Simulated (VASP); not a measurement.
# Ba2SnF6 (Fm-3m) in VASP: notebook

Ba2SnF6 is run at these levels: PBE; tasks: single point, relaxation of cell and atoms.

Everything below comes from runs of VASP 6.6.1. Logs are shortened: lines on timing, memory, paths and dates and some standing lists are left out, and cuts for length are marked.

**1. The cell of the first run**

It takes space group Fm-3m (No. 225, cubic). Conventional cell: a = 8.704 Å, b = 8.704 Å, c = 8.704 Å, α = 90.00°, β = 90.00°, γ = 90.00°. Within 4.1 Å of Ba (site symmetry -43m) lie 12 F at 3.08 Å and 4 Sn at 3.77 Å. Within 3.0 Å of Sn (site symmetry m-3m) lie 6 F at 2.28 Å. F (site symmetry 4mm) has 1 Sn at 2.28 Å and 4 F at 2.93 Å within 3.0 Å.

**2. Single point, PBE**

Input file INCAR:

```
SYSTEM = Ba2SnF6
  PREC = Accurate
  ENCUT = 520
  EDIFF = 1E-6
  ISMEAR = 0
  SIGMA = 0.1
  LREAL = .FALSE.
  LASPH = .TRUE.
  NELM = 80
  ALGO = Normal
  ISIF = 2
  LWAVE = .FALSE.
  LCHARG = .FALSE.
  GGA = PE
  NBANDS = 48
```

Input file KPOINTS:

```
regular mesh
0
G
  4 4 4
  0 0 0
```

Input file POSCAR:

```
Ba2SnF6
1.0
    0.0000000000      4.3517828661      4.3517828661
    4.3517828661      0.0000000000      4.3517828661
    4.3517828661      4.3517828661      0.0000000000
Ba Sn F
2 1 6
Direct
    0.2500000000      0.2500000000      0.2500000000
    0.7500000000      0.7500000000      0.7500000000
    0.0000000000      0.0000000000      0.0000000000
    0.7384008786      0.2615991214      0.2615991214
    0.2615991214      0.7384008786      0.2615991214
    0.2615991214      0.2615991214      0.7384008786
    0.2615991214      0.7384008786      0.7384008786
    0.7384008786      0.2615991214      0.7384008786
    0.7384008786      0.7384008786      0.2615991214
```

Potentials or basis: VASP PAW PBE potentials, release 64 (Ba_sv, Sn_d, F).

Launch:

```console
$ cat potpaw_PBE.64/Ba_sv/POTCAR potpaw_PBE.64/Sn_d/POTCAR potpaw_PBE.64/F/POTCAR > POTCAR
$ mpirun -np 1 vasp_std > vasp.out
```

OUTCAR:

```text
SYSTEM = Ba2SnF6
   PREC = Accurate
   ENCUT = 520
   EDIFF = 1E-6
   ISMEAR = 0
   LREAL = .FALSE.
   LASPH = .TRUE.
   NELM = 80
   ISIF = 2
   GGA = PE

 ion  position               nearest neighbor table
   1  0.250  0.250  0.250-   4 3.08   5 3.08   6 3.08   6 3.08   7 3.08   8 3.08   5 3.08   7 3.08
                             9 3.08   4 3.08   8 3.08   9 3.08   3 3.77   3 3.77   3 3.77   3 3.77
   2  0.750  0.750  0.750-   5 3.08   6 3.08   7 3.08   4 3.08   6 3.08   8 3.08   4 3.08   5 3.08
                             9 3.08   7 3.08   8 3.08   9 3.08   3 3.77   3 3.77   3 3.77   3 3.77
   3  0.000  0.000  0.000-   4 2.28   5 2.28   6 2.28   7 2.28   8 2.28   9 2.28   1 3.77   2 3.77
                             2 3.77   2 3.77   2 3.77   1 3.77   1 3.77   1 3.77
   4  0.738  0.262  0.262-   3 2.28   1 3.08   1 3.08   2 3.08   2 3.08
   5  0.262  0.738  0.262-   3 2.28   1 3.08   1 3.08   2 3.08   2 3.08
   6  0.262  0.262  0.738-   3 2.28   1 3.08   1 3.08   2 3.08   2 3.08
   7  0.262  0.738  0.738-   3 2.28   1 3.08   2 3.08   1 3.08   2 3.08
   8  0.738  0.262  0.738-   3 2.28   1 3.08   2 3.08   1 3.08   2 3.08
   9  0.738  0.738  0.262-   3 2.28   1 3.08   2 3.08   1 3.08   2 3.08

  LATTYP: Found a face centered cubic cell.
 ALAT       =     8.7035657322

  Lattice vectors:

 A1 = (   0.0000000000,   4.3517828661,   4.3517828661)
 A2 = (   4.3517828661,   0.0000000000,   4.3517828661)
 A3 = (   4.3517828661,   4.3517828661,   0.0000000000)

Analysis of symmetry for initial positions (statically):
=====================================================================
 Subroutine PRICEL returns:
 Original cell was already a primitive cell.

 Routine SETGRP: Setting up the symmetry group for a
 face centered cubic supercell.

 Subroutine GETGRP returns: Found 48 space group operations
 (whereof 48 operations were pure point group operations)
 out of a pool of 48 trial point group operations.

The static configuration has the point symmetry O_h .

Analysis of symmetry for dynamics (positions and initial velocities):
=====================================================================
 Subroutine PRICEL returns:
 Original cell was already a primitive cell.

 Routine SETGRP: Setting up the symmetry group for a
 face centered cubic supercell.

 Subroutine GETGRP returns: Found 48 space group operations
 (whereof 48 operations were pure point group operations)
 out of a pool of 48 trial point group operations.

The dynamic configuration has the point symmetry O_h .

 Subroutine INISYM returns: Found 48 space group operations
 (whereof 48 operations are pure point group operations),
 and found     1 'primitive' translations

----------------------------------------------------------------------------------------

                                     Primitive cell

  volume of cell :     164.8283

  direct lattice vectors                    reciprocal lattice vectors
     0.000000000  4.351782866  4.351782866    -0.114895438  0.114895438  0.114895438
     4.351782866  0.000000000  4.351782866     0.114895438 -0.114895438  0.114895438
     4.351782866  4.351782866  0.000000000     0.114895438  0.114895438 -0.114895438

  length of vectors
     6.154350350  6.154350350  6.154350350     0.199004737  0.199004737  0.199004737

  position of ions in fractional coordinates (direct lattice)
     0.250000000  0.250000000  0.250000000
     0.750000000  0.750000000  0.750000000
     0.000000000  0.000000000  0.000000000
     0.738400879  0.261599121  0.261599121
     0.261599121  0.738400879  0.261599121
     0.261599121  0.261599121  0.738400879
     0.261599121  0.738400879  0.738400879
     0.738400879  0.261599121  0.738400879
     0.738400879  0.738400879  0.261599121

  ion indices of the primitive-cell ions
   primitive index   ion index
                 1           1
                 2           2
                 3           3
                 4           4
                 5           5
                 6           6
                 7           7
                 8           8
                 9           9

----------------------------------------------------------------------------------------

 KPOINTS: regular mesh

Automatic generation of k-mesh.
 Grid dimensions read from file:
 generate k-points for:    4    4    4

 Generating k-lattice:

  Cartesian coordinates                     Fractional coordinates (reciprocal lattice)
    -0.028723860  0.028723860  0.028723860     0.250000000  0.000000000  0.000000000
     0.028723860 -0.028723860  0.028723860     0.000000000  0.250000000  0.000000000
     0.028723860  0.028723860 -0.028723860     0.000000000  0.000000000  0.250000000

  Length of vectors
     0.049751184  0.049751184  0.049751184

  Shift w.r.t. Gamma in fractional coordinates (k-lattice)
     0.000000000  0.000000000  0.000000000

 Subroutine IBZKPT returns following result:
 ===========================================

 Found      8 irreducible k-points:

 Following reciprocal coordinates:
            Coordinates               Weight
  0.000000  0.000000  0.000000      1.000000
  0.250000  0.000000  0.000000      8.000000
  0.500000  0.000000  0.000000      4.000000
  0.250000  0.250000  0.000000      6.000000
  0.500000  0.250000  0.000000     24.000000
 -0.250000  0.250000  0.000000     12.000000
  0.500000  0.500000  0.000000      3.000000
 -0.250000  0.500000  0.250000      6.000000
   k-points           NKPTS =      8   k-points in BZ     NKDIM =      8   number of bands    NBANDS=     48
   number of dos      NEDOS =    301   number of ions     NIONS =      9
   total plane-waves  NPLWV = 110592
   dimension x,y,z NGX =    48 NGY =   48 NGZ =   48
   dimension x,y,z NGXF=    96 NGYF=   96 NGZF=   96
   ions per type =               2   1   6
   NGX,Y,Z   is equivalent  to a cutoff of  12.97, 12.97, 12.97 a.u.
   NGXF,Y,Z  is equivalent  to a cutoff of  25.93, 25.93, 25.93 a.u.
 SYSTEM =  Ba2SnF6
   PREC   = accura    normal or accurate (medium, high low for compatibility)
   ISTART =      0    job   : 0-new  1-cont  2-samecut
   ICHARG =      2    charge: 1-file 2-atom 10-const
   ISPIN  =      1    spin polarized calculation?
   LNONCOLLINEAR =      F non collinear calculations
   LSORBIT =      F    spin-orbit coupling
   LASPH  =      T    aspherical Exc in radial PAW
   ENCUT  =  520.0 eV  38.22 Ry    6.18 a.u.  11.44 11.44 11.44*2*pi/ulx,y,z
   NELM   =     80;   NELMIN=  2; NELMDL= -5     # of ELM steps
   EDIFF  = 0.1E-05   stopping-criterion for ELM
   LREAL  =      F    real-space projection
   EDIFFG = 0.1E-04   stopping-criterion for IOM
   NSW    =      0    number of steps for IOM
   IBRION =     -1    ionic relax: 0-MD 1-quasi-New 2-CG
   NFREE  =      0    steps in history (QN), initial steepest desc. (CG)
   ISIF   =      2    stress and relaxation
   ISYM   =      2    0-nonsym 1-usesym 2-fastsym
   POTIM  = 0.5000    time-step for ionic-motion
   TEBEG  =    0.0;   TEEND  =   0.0 temperature during run
   PSTRESS=    0.0 pullay stress
   NELECT =      76.0000    total number of electrons
   NUPDOWN=      -1.0000    fix difference up-down
   EMIN   =  10.00;   EMAX   =-10.00  energy-range for DOS
   EFERMI =   0.00;   METHOD = LEGACY
   ISMEAR =     0;   SIGMA  =   0.10  broadening in eV -4-tet -1-fermi 0-gaus
   EFERMI_NEDOS =   21; number of points for ismear=-14 and -15
   IALGO  =     38    algorithm
   IMIX   =      4    mixing-type and parameters
     AMIX     =   0.40;   BMIX     =  1.00
     AMIX_MAG =   1.60;   BMIX_MAG =  1.00
  volume/ion in A,a.u.               =      18.31       123.59
  Fermi-wavevector in a.u.,A,eV,Ry     =   1.264743  2.390017 21.763523  1.599574
  Thomas-Fermi vector in A             =   2.398032
   LORBIT       =      0    0 simple, 1 ext, 2 COOP (PROOUT), +10 PAW based schemes
   GGA     = PE    functional components
   LHFCALC =     F    Hartree Fock is set to
   AEXX    =    0.0000 exact exchange contribution
   IVDW    =     0    specifies the selected vdW correction
   LEPSILON=     F    determine dielectric tensor
   LRPA    =     F    only Hartree local field effects (RPA)
 non-spin polarized calculation
 Gauss-broadening in eV      SIGMA  =   0.10
  energy-cutoff  :      520.00
  volume of cell :      164.83
 maximum number of plane-waves:      4477
 NGX is ok and might be reduce to    48
   NGX = 23   NGY = 23   NGZ = 23

 number of electron      75.9999950 magnetization

 Free energy of the ion-electron system (eV)
  ---------------------------------------------------
  ext. energy  EPLUGINS =         0.00000000
  ---------------------------------------------------
  free energy    TOTEN  =       -45.32824122 eV

  energy without entropy =      -45.32824122  energy(sigma->0) =      -45.32824122

 E-fermi :   3.4379     XC(G=0):  -9.2489

 val. band max:        2.9637881251   @ k =  -0.2500   0.5000   0.2500
 cond. band min:       5.2512287588   @ k =   0.0000   0.0000   0.0000
 fundamental gap:      2.2874406337
 Fermi energy:         3.4378728110

 k-point     1 :       0.0000    0.0000    0.0000
  band No.  band energies     occupation
      1     -25.3419      2.00000
      2     -25.2659      2.00000
      3     -20.1530      2.00000
      4     -20.0169      2.00000
      5     -20.0169      2.00000
      6     -19.9041      2.00000
[... 40 lines left out ...]
     47       7.6131      0.00000
     48       9.0195      0.00000

 k-point     2 :       0.2500    0.0000    0.0000
  band No.  band energies     occupation
      1     -25.3282      2.00000
      2     -25.2745      2.00000
      3     -20.1310      2.00000
      4     -20.0512      2.00000
      5     -20.0512      2.00000
      6     -19.9547      2.00000
[... 40 lines left out ...]
     47       7.7476      0.00000
     48       8.3585      0.00000

 k-point     3 :       0.5000    0.0000    0.0000
  band No.  band energies     occupation
      1     -25.2990      2.00000
      2     -25.2987      2.00000
      3     -20.0754      2.00000
      4     -20.0754      2.00000
      5     -20.0696      2.00000
      6     -20.0449      2.00000
[... 40 lines left out ...]
     47       7.6725      0.00000
     48       7.8009      0.00000

 k-point     4 :       0.2500    0.2500    0.0000
  band No.  band energies     occupation
      1     -25.3257      2.00000
      2     -25.2752      2.00000
      3     -20.1590      2.00000
      4     -20.0618      2.00000
      5     -20.0145      2.00000
      6     -19.9111      2.00000
[... 40 lines left out ...]
     47       7.7505      0.00000
     48       7.8178      0.00000

 k-point     5 :       0.5000    0.2500    0.0000
  band No.  band energies     occupation
      1     -25.3068      2.00000
      2     -25.2890      2.00000
      3     -20.1668      2.00000
      4     -20.0509      2.00000
      5     -20.0472      2.00000
      6     -19.9529      2.00000
[... 40 lines left out ...]
     47       7.9269      0.00000
     48       8.1081      0.00000

 k-point     6 :      -0.2500    0.2500    0.0000
  band No.  band energies     occupation
      1     -25.3114      2.00000
      2     -25.2861      2.00000
      3     -20.1295      2.00000
      4     -20.0754      2.00000
      5     -20.0711      2.00000
      6     -19.9229      2.00000
[... 40 lines left out ...]
     47       7.8892      0.00000
     48       7.9334      0.00000

 k-point     7 :       0.5000    0.5000    0.0000
  band No.  band energies     occupation
      1     -25.3094      2.00000
      2     -25.2845      2.00000
      3     -20.2111      2.00000
      4     -20.0132      2.00000
      5     -20.0122      2.00000
      6     -19.9183      2.00000
[... 40 lines left out ...]
     47       8.0186      0.00000
     48       8.6363      0.00000

 k-point     8 :      -0.2500    0.5000    0.2500
  band No.  band energies     occupation
      1     -25.2970      2.00000
      2     -25.2970      2.00000
      3     -20.1772      2.00000
      4     -20.0840      2.00000
      5     -20.0128      2.00000
      6     -19.9050      2.00000
[... 40 lines left out ...]
     47       7.8736      0.00000
     48       8.0768      0.00000

------------------------ aborting loop because EDIFF is reached ----------------------------------------

  FORCE on cell =-STRESS in cart. coord.  units (eV):
  Direction    XX          YY          ZZ          XY          YZ          ZX
  --------------------------------------------------------------------------------------
  -------------------------------------------------------------------------------------
  Total        0.2885953      0.2885953      0.2885953      0.0000000      0.0000000      0.0000000
  in kB        2.8052282      2.8052282      2.8052282      0.0000000      0.0000000      0.0000000
  external PRESSURE =       2.8052282 kB  Pullay stress =       0.0000000 kB

 VOLUME and BASIS-vectors are now :
 -----------------------------------------------------------------------------
  energy-cutoff  :      520.00
  volume of cell :      164.83
      direct lattice vectors                 reciprocal lattice vectors
     0.000000000  4.351782866  4.351782866    -0.114895438  0.114895438  0.114895438
     4.351782866  0.000000000  4.351782866     0.114895438 -0.114895438  0.114895438
     4.351782866  4.351782866  0.000000000     0.114895438  0.114895438 -0.114895438

 POSITION                                       TOTAL-FORCE (eV/Angst)
 -----------------------------------------------------------------------------------
      2.17589      2.17589      2.17589         0.000000      0.000000      0.000000
      6.52767      6.52767      6.52767         0.000000      0.000000     -0.000000
      0.00000      0.00000      0.00000         0.000000      0.000000      0.000000
      2.27685      4.35178      4.35178         0.006323      0.000000      0.000000
      4.35178      2.27685      4.35178         0.000000      0.006323      0.000000
      4.35178      4.35178      2.27685         0.000000      0.000000      0.006323
      6.42672      4.35178      4.35178        -0.006323      0.000000      0.000000
      4.35178      6.42672      4.35178         0.000000     -0.006323      0.000000
      4.35178      4.35178      6.42672         0.000000      0.000000     -0.006323
 -----------------------------------------------------------------------------------
    total drift:                               -0.000000     -0.000000     -0.000000

  FREE ENERGIE OF THE ION-ELECTRON SYSTEM (eV)
  ---------------------------------------------------
  free  energy   TOTEN  =       -45.3282412212 eV

  energy  without entropy=      -45.3282412212  energy(sigma->0) =      -45.32824122
```

It took 35 s on 1 thread of Intel Xeon 6975P-C (Granite Rapids), shared host; peak memory 0.33 GiB.

Results:

```yaml
Free_energy: -45.3282 eV
Pressure: 0.3 GPa
Largest_force: 0.006 eV/Å
Band_gap_on_the_k_mesh: 2.29 eV, indirect (least direct gap 2.94 eV)
```

Forces in eV/Å, atoms in the order of the input:
```
Ba   0.000  0.000  0.000
Ba   0.000  0.000  0.000
Sn   0.000  0.000  0.000
F    0.006  0.000  0.000
F    0.000  0.006  0.000
F    0.000  0.000  0.006
F   -0.006  0.000  0.000
F    0.000 -0.006  0.000
F    0.000  0.000 -0.006
```

Caveat: spin-orbit coupling is left out, which moves the levels of the heavy elements.

**3. Relaxation of cell and atoms, PBE**

This run uses another cell than the first one, of 15.62 Å³/atom, 0.853 times its volume.

Input file INCAR:

```
SYSTEM = Ba2SnF6
PREC = Accurate
ENCUT = 600
EDIFF = 1E-7
ISMEAR = 0
SIGMA = 0.1
LREAL = .FALSE.
LASPH = .TRUE.
NELM = 60
ALGO = Normal
ISIF = 3
LWAVE = .FALSE.
LCHARG = .FALSE.
GGA = PE
IBRION = 2
NSW = 90
EDIFFG = -0.04
```

Input file KPOINTS:

```
Automatic mesh
0
G
  4 4 4
  0 0 0
```

Input file POSCAR:

```
Ba2SnF6
1.0
    0.0000000000      4.1270378500      4.1270378500
    4.1270378500      0.0000000000      4.1270378500
    4.1270378500      4.1270378500      0.0000000000
Ba Sn F
2 1 6
Direct
    0.2500000000      0.2500000000      0.2500000000
    0.7500000000      0.7500000000      0.7500000000
    0.0000000000      0.0000000000      0.0000000000
    0.7583641500      0.2416358500      0.2416358500
    0.2416358500      0.7583641500      0.2416358500
    0.2416358500      0.2416358500      0.7583641500
    0.2416358500      0.7583641500      0.7583641500
    0.7583641500      0.2416358500      0.7583641500
    0.7583641500      0.7583641500      0.2416358500
```

Potentials or basis: VASP PAW PBE potentials, release 64 (Ba_sv, Sn_d, F).

Launch:

```console
$ cat potpaw_PBE.64/Ba_sv/POTCAR potpaw_PBE.64/Sn_d/POTCAR potpaw_PBE.64/F/POTCAR > POTCAR
$ mpirun -np 1 vasp_std > vasp.out
```

It took 3.9 min on 1 thread of Intel Xeon 6975P-C (Granite Rapids), shared host; peak memory 0.37 GiB.

The run converged. Its results:

```yaml
Free_energy: -45.2999 eV
Relaxed_volume: 18.37 Å³/atom
Relaxed_cell: a = 6.161 Å, b = 6.161 Å, c = 6.161 Å, α = 60.00°, β = 60.00°, γ = 60.00°
Space_group_after_relaxing_to_0.05_Å: Fm-3m (No. 225)
Energy_gained_by_relaxing: 406.8 meV/atom
Ionic_steps: 7
Pressure_after_relaxing: 0.3 GPa
Largest_force_after_relaxing: 0.034 eV/Å
Band_gap_on_the_k_mesh: 2.27 eV, indirect (least direct gap 2.92 eV)
```

Forces in eV/Å, atoms in the order of the input:
```
Ba   0.000  0.000  0.000
Ba   0.000  0.000  0.000
Sn   0.000  0.000  0.000
F    0.034  0.000  0.000
F    0.000  0.034  0.000
F    0.000  0.000  0.034
F   -0.034  0.000  0.000
F    0.000 -0.034  0.000
F    0.000  0.000 -0.034
```

The path:
```tsv
step	energy change (eV)	largest force (eV/Å)	pressure (GPa)	volume (Å³)
1	0.0000	4.2404	25.74	140.59
2	-2.5450	1.1963	-8.03	198.07
3	-3.6236	0.1042	-1.20	173.44
4	-3.6267	0.1715	-0.83	172.56
5	-3.6268	0.2247	-0.54	171.88
6	-3.6425	0.1784	-0.35	170.23
7	-3.6615	0.0342	0.29	165.35
```

Final structure:
```yaml
crystal:
  lattice:
    - [0.00000, 4.35633, 4.35633]
    - [4.35633, 0.00000, 4.35633]
    - [4.35633, 4.35633, 0.00000]
  atoms:
    - { symbol: Ba, position: [0.25000, 0.25000, 0.25000] }
    - { symbol: Ba, position: [0.75000, 0.75000, 0.75000] }
    - { symbol: Sn, position: [0.00000, 0.00000, 0.00000] }
    - { symbol: F, position: [0.73886, 0.26114, 0.26114] }
    - { symbol: F, position: [0.26114, 0.73886, 0.26114] }
    - { symbol: F, position: [0.26114, 0.26114, 0.73886] }
    - { symbol: F, position: [0.26114, 0.73886, 0.73886] }
    - { symbol: F, position: [0.73886, 0.26114, 0.73886] }
    - { symbol: F, position: [0.73886, 0.73886, 0.26114] }
```

Levels at points of the mesh, in eV from the valence-band top:
```tsv
k point	band 35	band 36	band 37	band 38	band 39	band 40	band 41	band 42
(0.00, 0.00, 0.00)	-3.82	-3.76	-3.76	-0.96	2.27	2.27	2.45	2.45
(0.50, 0.00, 0.00)	-3.93	-3.79	-3.79	-0.18	3.19	3.19	3.26	3.85
(0.50, 0.50, 0.00)	-4.13	-3.85	-3.77	-0.01	2.91	3.22	3.93	4.01
```

Caveat: the volume moved by over 15 % at a fixed basis, so the end points are rough; spin-orbit coupling is left out, which moves the levels of the heavy elements. A k mesh can miss the band edges.
